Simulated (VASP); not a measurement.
# Yb: single point with PBE

Crystal: Yb.

```xyz
1
Lattice="0.0000 2.7123 2.7123 2.7123 0.0000 2.7123 2.7123 2.7123 0.0000" Properties=species:S:1:pos:R:3 pbc="T T T"
Yb    0.0000    0.0000    0.0000
```

This cell differs from its parent crystal: volume 39.908 Å^3 an atom, c/a of the conventional cell 1.0000.

- Program: VASP 6.6.1
- Task: single point
- Functional: PBE
- Potentials or basis: VASP PAW PBE potentials, release 64 (Yb)
- Cutoff: 520 eV
- k mesh: 16 × 16 × 16
- Occupations: gaussian, width 0.15 eV
- Spin: no spin polarisation

The pressure is -1.8 GPa and the band gap on the k mesh is zero (band 12 reaches 1.32 eV, above the bottom of band 13 at 1.27 eV).

Levels at points of the mesh, in eV from the Fermi level:
| k point | band 9 | band 10 | band 11 | band 12 | band 13 | band 14 | band 15 | band 16 |
| --- | --- | --- | --- | --- | --- | --- | --- | --- |
| (0.00, 0.00, 0.00) | -0.37 | -0.29 | -0.29 | -0.29 | 2.75 | 2.75 | 2.75 | 4.66 |
| (0.50, 0.00, 0.00) | -0.38 | -0.30 | -0.30 | -0.29 | 0.17 | 2.55 | 2.55 | 6.04 |
| (0.50, 0.50, 0.00) | -0.37 | -0.32 | -0.31 | -0.31 | 0.23 | 1.38 | 6.05 | 6.45 |

Run time: 120 s on 1 thread of Intel(R) Xeon(R) 6975P-C (Granite Rapids) (shared host), peak memory 0.27 GiB.

Caveat: spin-orbit coupling is left out, which moves the levels of the heavy elements. Spin polarisation is off, so any magnetic state and its effect on volume and gap are missing.
